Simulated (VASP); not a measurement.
Wanted: the native input for a VASP 6.6.1 run.

```
Task                   : single point
Functional             : RPBE
Potentials or basis    : VASP PAW PBE potentials, release 64 (Hf_pv, O)
Cutoff                 : 520 eV
k mesh                 : 5 × 5 × 5
Occupations            : fermi-dirac, width 0.05 eV
Spin                   : no spin polarisation
Dipole correction      : no
Further INCAR settings : ALGO = Normal; EDIFF = 1e-06; NBANDS = 56
```

The structure of HfO2 lies in POSCAR:

```
HfO2
1.0
    5.1853498288      0.0000000000      0.0000000000
    0.0000000000      5.2539407204      0.0000000000
   -0.8699625537      0.0000000000      5.2824785238
Hf O
4 8
Direct
    0.2755000000      0.4603000000      0.7080000000
    0.7245000000      0.9603000000      0.7920000000
    0.7245000000      0.5397000000      0.2920000000
    0.2755000000      0.0397000000      0.2080000000
    0.0742000000      0.1684000000      0.8467000000
    0.9258000000      0.6684000000      0.6533000000
    0.9258000000      0.8316000000      0.1533000000
    0.0742000000      0.3316000000      0.3467000000
    0.4487000000      0.7419000000      0.9801000000
    0.5513000000      0.2419000000      0.5199000000
    0.5513000000      0.2581000000      0.0199000000
    0.4487000000      0.7581000000      0.4801000000
```

The input as run:

INCAR

```
ALGO = Normal
EDIFF = 1E-6
ENCUT = 520
GGA = RP
ISIF = 2
ISMEAR = -1
LASPH = True
LCHARG = False
LREAL = False
LWAVE = False
NBANDS = 56
NELM = 60
PREC = Accurate
SIGMA = 0.05
```

KPOINTS

```
k-points
0
Gamma
  5 5 5
```

Potentials or basis: VASP PAW PBE potentials, release 64 (Hf_pv, O).

The run is started by

```console
$ cat potpaw_PBE.64/Hf_pv/POTCAR potpaw_PBE.64/O/POTCAR > POTCAR
$ mpirun -np 1 vasp_std > vasp.out
```

It gave:

```
Pressure               : -1.9 GPa
Largest force          : 0.377 eV/Å
Band gap on the k mesh : 4.11 eV, indirect (least direct gap 4.18 eV)
```

Caveat: the PAW data sets were made with another functional, which shifts forces and pressure a little; spin-orbit coupling is left out, which moves the levels of the heavy elements.

It took 4.7 min on 1 thread of Intel(R) Xeon(R) Platinum 8259CL CPU @ 2.50GHz (Skylake/Cascade Lake), on a shared host, peak memory 0.38 GiB.
